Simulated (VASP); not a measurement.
# MnS (Fm-3m) in VASP: notebook, part 2 of 3

VASP 6.6.1.

**4. Single point, RPBE, collinear spin, ferromagnetic start**

This run uses another cell than the first one, of 17.86 Å³/atom.

The input, INCAR:

```
SYSTEM = MnS
ALGO = Normal
EDIFF = 1E-6
ENCUT = 520
GGA = RP
ISIF = 2
ISMEAR = -1
ISPIN = 2
LASPH = .True.
LCHARG = .False.
LMAXMIX = 4
LORBIT = 11
LREAL = .False.
LWAVE = .False.
MAGMOM = 4 0
NBANDS = 20
NELM = 150
PREC = Accurate
SIGMA = 0.05
```

The input, KPOINTS:

```
k-points
0
Gamma
  9 9 9
  0 0 0
```

The input, POSCAR:

```
MnS
1.0
    0.0000000000      2.6140062157      2.6140062157
    2.6140062157      0.0000000000      2.6140062157
    2.6140062157      2.6140062157      0.0000000000
Mn S
1 1
Direct
    0.0000000000      0.0000000000      0.0000000000
    0.5000000000      0.5000000000      0.5000000000
```

Potentials or basis: VASP PAW PBE potentials, release 64 (Mn_pv, S).

Launch:

```console
> cat potpaw_PBE.64/Mn_pv/POTCAR potpaw_PBE.64/S/POTCAR > POTCAR
> mpirun -np 1 vasp_std > vasp.out
```

OUTCAR:

```text
SYSTEM = MnS
   EDIFF = 1E-6
   ENCUT = 520
   GGA = RP
   ISIF = 2
   ISMEAR = -1
   ISPIN = 2
   LASPH = .True.
   LORBIT = 11
   LREAL = .False.
   NELM = 150
   PREC = Accurate

 ion  position               nearest neighbor table
   1  0.000  0.000  0.000-   2 2.61   2 2.61   2 2.61   2 2.61   2 2.61   2 2.61
   2  0.500  0.500  0.500-   1 2.61   1 2.61   1 2.61   1 2.61   1 2.61   1 2.61

  LATTYP: Found a face centered cubic cell.
 ALAT       =     5.2280124314

  Lattice vectors:

 A1 = (   0.0000000000,   2.6140062157,   2.6140062157)
 A2 = (   2.6140062157,   0.0000000000,   2.6140062157)
 A3 = (   2.6140062157,   2.6140062157,   0.0000000000)

Analysis of symmetry for initial positions (statically):
=====================================================================
 Subroutine PRICEL returns:
 Original cell was already a primitive cell.

 Routine SETGRP: Setting up the symmetry group for a
 face centered cubic supercell.

 Subroutine GETGRP returns: Found 48 space group operations
 (whereof 48 operations were pure point group operations)
 out of a pool of 48 trial point group operations.

The static configuration has the point symmetry O_h .

Analysis of symmetry for dynamics (positions and initial velocities):
=====================================================================
 Subroutine PRICEL returns:
 Original cell was already a primitive cell.

 Routine SETGRP: Setting up the symmetry group for a
 face centered cubic supercell.

 Subroutine GETGRP returns: Found 48 space group operations
 (whereof 48 operations were pure point group operations)
 out of a pool of 48 trial point group operations.

The dynamic configuration has the point symmetry O_h .

Analysis of structural, dynamic, and magnetic symmetry:
=====================================================================
 Subroutine PRICEL returns:
 Original cell was already a primitive cell.

 Routine SETGRP: Setting up the symmetry group for a
 face centered cubic supercell.

 Subroutine GETGRP returns: Found 48 space group operations
 (whereof 48 operations were pure point group operations)
 out of a pool of 48 trial point group operations.

The overall configuration has the point symmetry O_h .

 Subroutine INISYM returns: Found 48 space group operations
 (whereof 48 operations are pure point group operations),
 and found     1 'primitive' translations

----------------------------------------------------------------------------------------

                                     Primitive cell

  volume of cell :      35.7232

  direct lattice vectors                    reciprocal lattice vectors
     0.000000000  2.614006216  2.614006216    -0.191277280  0.191277280  0.191277280
     2.614006216  0.000000000  2.614006216     0.191277280 -0.191277280  0.191277280
     2.614006216  2.614006216  0.000000000     0.191277280  0.191277280 -0.191277280

  length of vectors
     3.696763042  3.696763042  3.696763042     0.331301968  0.331301968  0.331301968

  position of ions in fractional coordinates (direct lattice)
     0.000000000  0.000000000  0.000000000
     0.500000000  0.500000000  0.500000000

  ion indices of the primitive-cell ions
[... 59 lines left out ...]
   total plane-waves  NPLWV =  21952
   dimension x,y,z NGX =    28 NGY =   28 NGZ =   28
   dimension x,y,z NGXF=    56 NGYF=   56 NGZF=   56
   ions per type =               1   1
   NGX,Y,Z   is equivalent  to a cutoff of  12.59, 12.59, 12.59 a.u.
   NGXF,Y,Z  is equivalent  to a cutoff of  25.18, 25.18, 25.18 a.u.
 SYSTEM =  MnS
   PREC   = accura    normal or accurate (medium, high low for compatibility)
   ISTART =      0    job   : 0-new  1-cont  2-samecut
   ICHARG =      2    charge: 1-file 2-atom 10-const
   ISPIN  =      2    spin polarized calculation?
   LNONCOLLINEAR =      F non collinear calculations
   LSORBIT =      F    spin-orbit coupling
   LASPH  =      T    aspherical Exc in radial PAW
   ENCUT  =  520.0 eV  38.22 Ry    6.18 a.u.   6.87  6.87  6.87*2*pi/ulx,y,z
   NELM   =    150;   NELMIN=  2; NELMDL= -5     # of ELM steps
   EDIFF  = 0.1E-05   stopping-criterion for ELM
   LREAL  =      F    real-space projection
   EDIFFG = 0.1E-04   stopping-criterion for IOM
   NSW    =      0    number of steps for IOM
   IBRION =     -1    ionic relax: 0-MD 1-quasi-New 2-CG
   NFREE  =      0    steps in history (QN), initial steepest desc. (CG)
   ISIF   =      2    stress and relaxation
   ISYM   =      2    0-nonsym 1-usesym 2-fastsym
   POTIM  = 0.5000    time-step for ionic-motion
   TEBEG  =    0.0;   TEEND  =   0.0 temperature during run
   PSTRESS=    0.0 pullay stress
   NELECT =      19.0000    total number of electrons
   NUPDOWN=      -1.0000    fix difference up-down
   EMIN   =  10.00;   EMAX   =-10.00  energy-range for DOS
   EFERMI =   0.00;   METHOD = LEGACY
   ISMEAR =    -1;   SIGMA  =   0.05  broadening in eV -4-tet -1-fermi 0-gaus
   EFERMI_NEDOS =   21; number of points for ismear=-14 and -15
   IALGO  =     38    algorithm
   IMIX   =      4    mixing-type and parameters
     AMIX     =   0.40;   BMIX     =  1.00
     AMIX_MAG =   1.60;   BMIX_MAG =  1.00
  volume/ion in A,a.u.               =      17.86       120.54
  Fermi-wavevector in a.u.,A,eV,Ry     =   1.326405  2.506542 23.937406  1.759350
  Thomas-Fermi vector in A             =   2.455794
   LORBIT       =     11    0 simple, 1 ext, 2 COOP (PROOUT), +10 PAW based schemes
   GGA     = RP    functional components
   LHFCALC =     F    Hartree Fock is set to
   AEXX    =    0.0000 exact exchange contribution
   IVDW    =     0    specifies the selected vdW correction
   LEPSILON=     F    determine dielectric tensor
   LRPA    =     F    only Hartree local field effects (RPA)
 spin polarized calculation
  energy-cutoff  :      520.00
  volume of cell :       35.72
 maximum number of plane-waves:       974
   NGX = 13   NGY = 13   NGZ = 13

 number of electron      18.9999987 magnetization       4.7874413

 Free energy of the ion-electron system (eV)
  ---------------------------------------------------
  ext. energy  EPLUGINS =         0.00000000
  ---------------------------------------------------
  free energy    TOTEN  =       -13.46514444 eV

  energy without entropy =      -13.45962978  energy(sigma->0) =      -13.46238711

 E-fermi :   6.6667     XC(G=0): -10.4432

 val. band max:        6.6477777107   @ k =  -0.4444   0.4444   0.1111
 cond. band min:       6.6882060013   @ k =   0.3333   0.2222   0.0000
 fundamental gap:      0.0404282906
 Fermi energy:         6.6666739166

 spin component 1

 k-point     1 :       0.0000    0.0000    0.0000
  band No.  band energies     occupation
      1     -44.1959      1.00000
      2     -44.1959      1.00000
      3     -44.1959      1.00000
      4      -7.8649      1.00000
      5       3.1991      1.00000
      6       3.1991      1.00000
[... 541 lines left out ...]
     19      21.2150      0.00000
     20      21.2150      0.00000

 [... further k-points ...]

 spin component 2

 k-point     1 :       0.0000    0.0000    0.0000
  band No.  band energies     occupation
      1     -39.5572      1.00000
      2     -39.5572      1.00000
      3     -39.5572      1.00000
      4      -7.5607      1.00000
      5       4.9915      1.00000
      6       4.9915      1.00000
[... 541 lines left out ...]
     19      21.6506      0.00000
     20      21.6506      0.00000

 [... further k-points ...]
[... 5 lines left out ...]
  --------------------------------------------------------------------------------------
  -------------------------------------------------------------------------------------
  Total       -0.0158873     -0.0158873     -0.0158873      0.0000000      0.0000000      0.0000000
  in kB       -0.7125418     -0.7125418     -0.7125418      0.0000000      0.0000000      0.0000000
  external PRESSURE =      -0.7125418 kB  Pullay stress =       0.0000000 kB

 VOLUME and BASIS-vectors are now :
 -----------------------------------------------------------------------------
  energy-cutoff  :      520.00
  volume of cell :       35.72
      direct lattice vectors                 reciprocal lattice vectors
     0.000000000  2.614006216  2.614006216    -0.191277280  0.191277280  0.191277280
     2.614006216  0.000000000  2.614006216     0.191277280 -0.191277280  0.191277280
     2.614006216  2.614006216  0.000000000     0.191277280  0.191277280 -0.191277280

 POSITION                                       TOTAL-FORCE (eV/Angst)
 -----------------------------------------------------------------------------------
      0.00000      0.00000      0.00000         0.000000     -0.000000      0.000000
      2.61401      2.61401      2.61401        -0.000000      0.000000     -0.000000
 -----------------------------------------------------------------------------------
    total drift:                               -0.000000      0.000000      0.000000

  FREE ENERGIE OF THE ION-ELECTRON SYSTEM (eV)
  ---------------------------------------------------
  free  energy   TOTEN  =       -13.4651444366 eV

  energy  without entropy=      -13.4596297834  energy(sigma->0) =      -13.46238711

 total charge

# of ion       s       p       d       tot
------------------------------------------
    1        0.208   6.157   4.914  11.279
    2        1.329   2.420   0.000   3.748
--------------------------------------------------
tot          1.537   8.577   4.914  15.027

 magnetization (x)

# of ion       s       p       d       tot
------------------------------------------
    1        0.051   0.039   4.229   4.319
    2        0.026   0.083   0.000   0.109
--------------------------------------------------
tot          0.077   0.122   4.229   4.428
```

OSZICAR:

```text
N       E                     dE             d eps       ncg     rms          rms(c)
DAV:   1     0.157882806798E+03    0.15788E+03   -0.10081E+04  2816   0.975E+02
DAV:   2    -0.647161671775E+01   -0.16435E+03   -0.15477E+03  2940   0.287E+02
DAV:   3    -0.144216491128E+02   -0.79500E+01   -0.78493E+01  3264   0.681E+01
DAV:   4    -0.145181284079E+02   -0.96479E-01   -0.96414E-01  3148   0.767E+00
DAV:   5    -0.145195926570E+02   -0.14642E-02   -0.14642E-02  3184   0.986E-01    0.117E+01
DAV:   6    -0.134942827299E+02    0.10253E+01   -0.54728E+00  3120   0.267E+01    0.113E+01
DAV:   7    -0.134606799007E+02    0.33603E-01   -0.66611E-01  3068   0.983E+00    0.655E+00
DAV:   8    -0.134674192153E+02   -0.67393E-02   -0.42517E-02  3104   0.172E+00    0.342E+00
DAV:   9    -0.134644267256E+02    0.29925E-02   -0.15211E-02  2948   0.119E+00    0.301E-01
DAV:  10    -0.134649619959E+02   -0.53527E-03   -0.29298E-03  3028   0.389E-01    0.148E-01
DAV:  11    -0.134650454963E+02   -0.83500E-04   -0.28754E-04  3080   0.150E-01    0.119E-01
DAV:  12    -0.134651026664E+02   -0.57170E-04   -0.57861E-05  3056   0.643E-02    0.899E-02
DAV:  13    -0.134651308390E+02   -0.28173E-04   -0.13860E-05  2968   0.297E-02    0.452E-02
DAV:  14    -0.134651428508E+02   -0.12012E-04   -0.19972E-05  2968   0.393E-02    0.117E-02
DAV:  15    -0.134651444300E+02   -0.15792E-05   -0.12949E-06  2792   0.945E-03    0.360E-03
DAV:  16    -0.134651444366E+02   -0.66157E-08   -0.99786E-08  1596   0.262E-03
   1 F= -.13465144E+02 E0= -.13462387E+02  d E =-.551465E-02  mag=     4.7876
```

stdout:

```text
POSCAR found type information on POSCAR MnS
 POSCAR found :  2 types and       2 ions
 scaLAPACK will be used
 -----------------------------------------------------------------------------
|                                                                             |
|                                                                             |
|     You enforced a specific xc type in the INCAR file but a different       |
|     I HOPE YOU KNOW WHAT YOU ARE DOING!                                     |
|                                                                             |
 -----------------------------------------------------------------------------

 LDA part: xc-table for (Slater+PW92), standard interpolation
 POSCAR, INCAR and KPOINTS ok, starting setup
 FFT: planning ... GRIDC
 FFT: planning ... GRID_SOFT
 FFT: planning ... GRID
 WAVECAR not read
 entering main loop
```

It took 78 s on 1 thread of Intel Xeon 8259CL, shared host; peak memory 0.19 GiB.

Results:

| Item | Value |
| --- | --- |
| Free energy | -13.4651 eV |
| Pressure | -0.1 GPa |
| Net moment | 4.79 μB per cell |
| Site moments | Mn +4.32; S +0.11 μB |
| Valence electrons inside the program's atomic spheres | Mn 11.28; S 3.75 |

Levels at points of the mesh, in eV from the Fermi level:
Spin up:
| k point | band 8 | band 9 | band 10 | band 11 | band 12 | band 13 | band 14 | band 15 | band 16 | band 17 |
| --- | --- | --- | --- | --- | --- | --- | --- | --- | --- | --- |
| (0.00, 0.00, 0.00) | -3.37 | -3.37 | -1.89 | -1.89 | -1.89 | 1.68 | 8.51 | 8.51 | 8.51 | 10.64 |
Spin down:
| k point | band 4 | band 5 | band 6 | band 7 | band 8 | band 9 | band 10 | band 11 |
| --- | --- | --- | --- | --- | --- | --- | --- | --- |
| (0.00, 0.00, 0.00) | -14.23 | -1.68 | -1.68 | -1.68 | 0.42 | 0.42 | 0.42 | 0.44 |

Caveat: the PAW data sets were made with another functional, which shifts forces and pressure a little; a cell with one magnetic atom can't hold antiferromagnetic order, which such compounds often take; semilocal functionals often make such compounds metallic where correlation or magnetic order opens a gap, which also shifts bond lengths. With open d or f shells a metallic result of RPBE can be an artefact of self-interaction; +U or a hybrid may open a gap.

**5. Relaxation of cell and atoms, BLYP, collinear spin, ferromagnetic start**

The input, INCAR:

```
SYSTEM = MnS
  PREC = Accurate
  ENCUT = 600
  EDIFF = 1E-6
  ISMEAR = -1
  SIGMA = 0.05
  LREAL = .FALSE.
  LASPH = .TRUE.
  NELM = 150
  ALGO = Normal
  ISIF = 3
  LWAVE = .FALSE.
  LCHARG = .FALSE.
  ISPIN = 2
  MAGMOM = 4 0
  LORBIT = 11
  LMAXMIX = 4
  GGA = B5
  ALDAX = 1.0
  AGGAX = 1.0
  AGGAC = 1.0
  ALDAC = 0.0
  IBRION = 2
  NSW = 80
  EDIFFG = -0.02
```

The input, KPOINTS:

```
regular mesh
0
G
  9 9 9
  0 0 0
```

The input, POSCAR:

```
MnS
1.0
    0.0000000000      2.6045000000      2.6045000000
    2.6045000000      0.0000000000      2.6045000000
    2.6045000000      2.6045000000      0.0000000000
Mn S
1 1
Direct
    0.0000000000      0.0000000000      0.0000000000
    0.5000000000      0.5000000000      0.5000000000
```

Launch:

```console
> cat potpaw_PBE.64/Mn_pv/POTCAR potpaw_PBE.64/S/POTCAR > POTCAR
> mpirun -np 1 vasp_std > vasp.out
```

Run time: 2.1 min. Hardware: 1 thread of Intel Xeon Platinum 8488C (Sapphire Rapids), shared host; peak memory 0.21 GiB.

The run converged. Its results:

```yaml
Free_energy: -12.5452 eV
Relaxed_volume: 18.05 Å³/atom
Relaxed_cell: a = 3.709 Å, b = 3.709 Å, c = 3.709 Å, α = 60.00°, β = 60.00°, γ = 60.00°
Space_group_after_relaxing_to_0.1_Å: Fm-3m (No. 225)
Energy_gained_by_relaxing: 1.8 meV/atom
Ionic_steps: 2
Pressure_after_relaxing: 0.1 GPa
Net_moment: 4.69 μB per cell
Site_moments: Mn +4.23; S +0.13 μB
Valence_electrons_inside_the_program's_atomic_spheres: Mn 11.33; S 3.76
```

The path:
```tsv
step	energy change (eV)	largest force (eV/Å)	pressure (GPa)	volume (Å³)
1	0.0000	0.0000	1.34	35.33
2	-0.0035	0.0000	0.12	36.09
```

Final structure:
```
CELL_PARAMETERS angstrom
0.00000 2.62300 2.62300
2.62300 0.00000 2.62300
2.62300 2.62300 0.00000
ATOMIC_POSITIONS crystal
Mn 0.00000 0.00000 0.00000
S 0.50000 0.50000 0.50000
```

Levels at points of the mesh, in eV from the Fermi level:
Spin up:
| k point | band 9 | band 10 | band 11 | band 12 | band 13 | band 14 | band 15 |
| --- | --- | --- | --- | --- | --- | --- | --- |
| (0.00, 0.00, 0.00) | -3.11 | -1.81 | -1.81 | -1.81 | 1.86 | 8.86 | 8.86 |
Spin down:
| k point | band 4 | band 5 | band 6 | band 7 | band 8 | band 9 | band 10 | band 11 |
| --- | --- | --- | --- | --- | --- | --- | --- | --- |
| (0.00, 0.00, 0.00) | -14.07 | -1.60 | -1.60 | -1.60 | 0.23 | 0.23 | 0.23 | 0.26 |

Caveat: the PAW data sets were made with another functional, which shifts forces and pressure a little; a cell with one magnetic atom can't hold antiferromagnetic order, which such compounds often take; semilocal functionals often make such compounds metallic where correlation or magnetic order opens a gap, which also shifts bond lengths. Zero-point motion and thermal expansion aren't in these numbers.

(Continued in part 3 of 3.)
